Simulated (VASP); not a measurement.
Input of a VASP 6.6.1 run:

INCAR

```
SYSTEM = EuS
ALGO = Normal
EDIFF = 1E-6
ENCUT = 600
GGA = PE
GGA_COMPAT = .False.
ISIF = 2
ISMEAR = 0
ISPIN = 2
LASPH = .True.
LCHARG = .True.
LELF = .True.
LMAXMIX = 6
LORBIT = 11
LREAL = .False.
LVHAR = .True.
LWAVE = .False.
MAGMOM = 7.43 0
NBANDS = 22
NELM = 200
PREC = Accurate
SIGMA = 0.05
```

KPOINTS

```
k-points
0
Gamma
  10 10 10
  0 0 0
```

The input POSCAR:

```
EuS
1.0
    0.0000000000      2.9252338469      2.9252338469
    2.9252338469      0.0000000000      2.9252338469
    2.9252338469      2.9252338469      0.0000000000
Eu S
1 1
Direct
    0.0000000000      0.0000000000      0.0000000000
    0.5000000000      0.5000000000      0.5000000000
```

Potentials or basis: VASP PAW PBE potentials, release 64 (Eu, S).

The run is started by

```sh
$ cat potpaw_PBE.64/Eu/POTCAR potpaw_PBE.64/S/POTCAR > POTCAR
$ mpirun -np 1 vasp_std > vasp.out
```

What does it give for the site moments?

Eu +6.57; S -0.08 μB.

Predict the net moment.

6.97 μB per cell.

Estimate the pressure.

-0.2 GPa.

What does it give for the band gap on the k mesh?

Zero (filled and empty bands overlap).

Caveat: spin-orbit coupling is left out, which moves the levels of the heavy elements; a cell with one magnetic atom can't hold antiferromagnetic order, which such compounds often take; semilocal functionals describe open f shells poorly, which spoils levels, moments and volumes. The state reached can hang on the start; a lower one may exist.

**Measured values to compare with.**

“Crystal-field mediated electronic transitions of EuS up to 35 GPa”, 2022, pmc:8786971 reports, for a powder of EuS at 300 K: band gap 1.72 eV (optical).

Against the measured gap of EuS, 1.72 eV (optical; 300 K; powder; “Crystal-field mediated electronic transitions of EuS up to 35 GPa”, 2022, pmc:8786971), the calculated 0.00 eV is off by -1.72 eV. So large a miss can be the level of theory's own, or it may mean another phase, state or a wrong row. Spin-orbit coupling on Eu is left out. The value is that of PBE on a finite k mesh, which can miss the band edges, without temperature or zero-point motion. Semilocal functionals fall short of measured gaps as a rule. The run's magnetic order (collinear spin, ferromagnetic start) needn't be the measured crystal's.
